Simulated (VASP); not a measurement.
# LiH8ClO4 in VASP: further runs, part 2 of 2

VASP 6.6.1.

## Step 3: Single point, r2SCAN+D3(BJ)

POSCAR

```
LiH8ClO4
1.0
    5.2848030000      0.0000000000      0.0000000000
    0.0000000000      5.2848030000      0.0000000000
    0.0000000000      0.0000000000      5.2848030000
O H Li Cl
4 8 1 1
Direct
    0.6173550840      0.4828751422      0.8837226288
   -0.0064335416      1.0335295374      0.5490270877
    0.6176578389     -0.0053171329      0.1628064471
    1.0690464716      0.7314936810      0.9535643997
    0.5900503765      0.4581816957      0.6980960312
    0.7998405995      0.4884571856      0.9116517683
    0.0590750497      1.2072730053      0.5497461306
    0.1113948808      0.9598276416      0.4375565182
    0.6346499576      0.1678586695      0.1094080517
    0.6874617654     -0.0016273076      0.3327844009
    1.0511839325      0.8423776629      0.8107019316
    0.9276977779      0.7903227424      1.0541736371
    0.4157770876      0.7250033729      0.0614214002
    0.3017520237      0.5432179780      0.4452389238
```

INCAR.step1

```
SYSTEM = LiH8ClO4
PREC     = Accurate       ! precision mode
ENCUT    = 520            ! plane-wave cutoff, eV
ISMEAR   = -1             ! smearing method
SIGMA    = 0.02           ! smearing width, eV
LREAL    = .False.        ! projectors in reciprocal space
LASPH    = .True.         ! aspherical terms in the spheres
NELM     = 100            ! most SCF steps
NBANDS   = 34             ! bands
GGA      = PE             ! functional
ALGO     = Normal         ! electronic algorithm
EDIFF    = 1E-4           ! SCF threshold, eV
LWAVE    = .True.         ! write WAVECAR
LCHARG   = .False.        ! write CHGCAR
```

INCAR.step2

```
SYSTEM = LiH8ClO4
PREC     = Accurate       ! precision mode
ENCUT    = 520            ! plane-wave cutoff, eV
EDIFF    = 1E-6           ! SCF threshold, eV
ISMEAR   = -1             ! smearing method
SIGMA    = 0.02           ! smearing width, eV
LREAL    = .False.        ! projectors in reciprocal space
LASPH    = .True.         ! aspherical terms in the spheres
NELM     = 100            ! most SCF steps
ALGO     = Normal         ! electronic algorithm
ISIF     = 2              ! what is computed and relaxed
LWAVE    = .False.        ! write WAVECAR
LCHARG   = .False.        ! write CHGCAR
METAGGA  = R2SCAN         ! meta-GGA
LMIXTAU  = .True.       
IVDW     = 12             ! dispersion correction
VDW_S6   = 1.0          
VDW_S8   = 0.78981345   
VDW_A1   = 0.49484001   
VDW_A2   = 5.73083694   
NBANDS   = 34             ! bands
ISTART   = 1
```

KPOINTS

```
Automatic mesh
0
Gamma
  1 1 1
  0 0 0
```

Potentials or basis: VASP PAW PBE potentials, release 64 (O, H, Li_sv, Cl).

Command:

```sh
cat potpaw_PBE.64/O/POTCAR potpaw_PBE.64/H/POTCAR potpaw_PBE.64/Li_sv/POTCAR potpaw_PBE.64/Cl/POTCAR > POTCAR
cp INCAR.step1 INCAR
mpirun -np 1 vasp_gam > vasp.out
cp INCAR.step2 INCAR
mpirun -np 1 vasp_gam > vasp.out
```

Run time: 74 s. Hardware: 1 thread of Intel Xeon Platinum 8488C (Sapphire Rapids), shared host; peak memory 0.27 GiB.

It converged, with:

| Item | Value |
| --- | --- |
| Free energy | -75.8462 eV |
| Largest force | 1.994 eV/Å |
| Dispersion energy per atom | -0.027 eV |

Forces on the atoms (eV/Å):
```
O    0.600 -0.755 -0.367
O   -0.894  1.363  0.754
O    0.309 -0.122  0.451
O   -0.030 -0.178  0.773
H   -0.362  0.298  0.832
H   -0.040  0.249 -0.330
H   -0.158  0.272  0.172
H    1.087 -1.370 -0.957
H   -0.365  0.539 -0.594
H    0.139 -0.140  0.253
H    0.004  0.421 -1.308
H   -0.016  0.128  0.487
Li  -0.430 -0.479  0.044
Cl   0.155 -0.228 -0.209
```

Levels at points of the mesh, in eV from the Fermi level:
| k point | band 18 | band 19 | band 20 | band 21 | band 22 | band 23 | band 24 | band 25 |
| --- | --- | --- | --- | --- | --- | --- | --- | --- |
| (0.00, 0.00, 0.00) | -2.02 | -0.92 | -0.77 | -0.51 | 4.33 | 7.41 | 8.12 | 9.16 |

Caveat: the k points lie up to 1.19 Å⁻¹ apart; the cutoff is under 1.25 times the usual one of these potentials, so pressure, stress and relaxed cells hold a basis-set (Pulay) error; the atoms stand as in a frame of molecular dynamics; the PAW data sets were made with another functional, which shifts forces and pressure a little.

## Step 4: Molecular dynamics, r2SCAN+D3(BJ)

POSCAR

```
LiH8ClO4
1.0
    5.2848030000      0.0000000000      0.0000000000
    0.0000000000      5.2848030000      0.0000000000
    0.0000000000      0.0000000000      5.2848030000
O H Li Cl
4 8 1 1
Direct
    0.7039218900      0.3872090100      0.8499523100
   -0.0035155800      1.1118112600      0.5076484600
    0.5149263400      0.0037963000      0.1266018900
    1.0477103200      0.7553478600      0.9879021100
    0.5677063600      0.4607055800      0.7399324200
    0.8133238500      0.2889343800      0.7323879500
    0.1423452000      1.2229128400      0.4720162200
    0.0578279700      0.9325186000      0.4633999100
    0.5197618900      0.1586985900      0.0367319800
    0.6767381400      0.0048772600      0.2144830100
    1.0657245400      0.8923859200      0.8639562200
    0.9319273500      0.6431999000      0.9078251900
    0.3890058800      0.6795759000      0.0688883000
    0.3250401600      0.5538402100      0.4920051600
```

INCAR.step1

```
PREC = Accurate ; ENCUT = 520
ISMEAR = -1 ; SIGMA = 0.02
LREAL = False ; LASPH = True
NELM = 60 ; NBANDS = 34
ISYM = 0 ; GGA = PE
ALGO = Normal ; EDIFF = 1E-4
LWAVE = True ; LCHARG = False
```

INCAR.step2

```
PREC = Accurate ; ENCUT = 520
EDIFF = 1E-5 ; ISMEAR = -1
SIGMA = 0.02 ; LREAL = False
LASPH = True ; NELM = 60
ALGO = Normal ; ISIF = 2
LWAVE = False ; LCHARG = False
METAGGA = R2SCAN ; LMIXTAU = True
IVDW = 12 ; VDW_S6 = 1.0
VDW_S8 = 0.78981345 ; VDW_A1 = 0.49484001
VDW_A2 = 5.73083694 ; NBANDS = 34
IBRION = 0 ; NSW = 40
POTIM = 0.5 ; TEBEG = 250.0
TEEND = 250.0 ; ISYM = 0
NELMIN = 4 ; RANDOM_SEED = 340239 0 0
MDALGO = 2 ; SMASS = 0
ISTART = 1
```

KPOINTS

```
regular mesh
0
Gamma
  1 1 1
```

Command:

```sh
cat potpaw_PBE.64/O/POTCAR potpaw_PBE.64/H/POTCAR potpaw_PBE.64/Li_sv/POTCAR potpaw_PBE.64/Cl/POTCAR > POTCAR
cp INCAR.step1 INCAR
mpirun -np 1 vasp_gam > vasp.out
cp INCAR.step2 INCAR
mpirun -np 1 vasp_gam > vasp.out
```

Wall time 11 min (1 thread of Intel Xeon Platinum 8488C (Sapphire Rapids), shared host); peak memory 0.29 GiB.

The run converged. Its results:

```
Dispersion energy per atom : -0.027 eV
```

The path:
```csv
step,potential energy change (eV),largest force (eV/Å),pressure (GPa),volume (Å³),temperature (K)
1,0.0000,2.4202,0.03,147.60,250
2,-0.0036,2.1344,-0.30,147.60,252
3,-0.0205,1.7097,-0.62,147.60,262
4,-0.0429,1.4479,-0.86,147.60,274
5,-0.0601,1.5136,-0.97,147.60,283
6,-0.0633,1.4969,-0.93,147.60,283
7,-0.0508,1.4317,-0.75,147.60,272
8,-0.0297,2.1679,-0.47,147.60,257
9,-0.0139,2.6071,-0.16,147.60,244
10,-0.0144,2.6331,0.14,147.60,242
11,-0.0328,2.2688,0.38,147.60,249
12,-0.0599,1.7423,0.56,147.60,261
13,-0.0838,1.5756,0.70,147.60,271
14,-0.0969,1.7343,0.80,147.60,274
15,-0.0985,2.1659,0.87,147.60,270
16,-0.0925,2.4959,0.90,147.60,261
17,-0.0834,2.6289,0.89,147.60,250
18,-0.0753,2.5682,0.83,147.60,240
19,-0.0726,2.3451,0.72,147.60,233
20,-0.0787,2.1865,0.57,147.60,232
21,-0.0949,2.1334,0.38,147.60,237
22,-0.1170,1.8545,0.19,147.60,246
23,-0.1367,1.5972,0.03,147.60,253
24,-0.1449,1.6922,-0.05,147.60,253
25,-0.1373,1.7132,-0.06,147.60,244
26,-0.1178,1.6810,0.00,147.60,229
27,-0.0966,2.0887,0.09,147.60,213
28,-0.0844,2.1955,0.19,147.60,204
29,-0.0856,1.9504,0.27,147.60,203
30,-0.0971,1.4281,0.34,147.60,208
31,-0.1113,1.3638,0.41,147.60,217
32,-0.1212,1.2255,0.50,147.60,223
33,-0.1235,1.6794,0.62,147.60,226
34,-0.1176,2.1762,0.76,147.60,225
35,-0.1050,2.4665,0.93,147.60,220
36,-0.0884,2.5428,1.10,147.60,213
37,-0.0722,2.4227,1.24,147.60,207
38,-0.0625,2.1313,1.34,147.60,206
39,-0.0648,2.2690,1.37,147.60,213
40,-0.0801,2.2398,1.33,147.60,228
```

Caveat: the k points lie up to 1.19 Å⁻¹ apart; the cutoff is under 1.25 times the usual one of these potentials, so pressure, stress and relaxed cells hold a basis-set (Pulay) error; the PAW data sets were made with another functional, which shifts forces and pressure a little.

## Step 5: Overview

```tsv
task	cell	largest force (eV/Å)
single point	as given, atomic positions A	3.49
single point	as given, atomic positions B	1.99
molecular dynamics	as given, atomic positions C	-
```

Alike in all rows: level r2SCAN+D3(BJ); potentials or basis VASP PAW PBE potentials, release 64 (O, H, Li_sv, Cl); no spin polarisation; k mesh 1 × 1 × 1; cutoff (eV) 520; smearing fermi-dirac 0.02 eV.

Caveats: all runs use coarse meshes; the cutoff is under 1.25 times the usual one of these potentials, so pressure, stress and relaxed cells hold a basis-set (Pulay) error; the PAW data sets were made with another functional, which shifts forces and pressure a little; the atoms stand as in a frame of molecular dynamics (at least some runs).

Absolute energies hang on the potentials; compare differences alone.
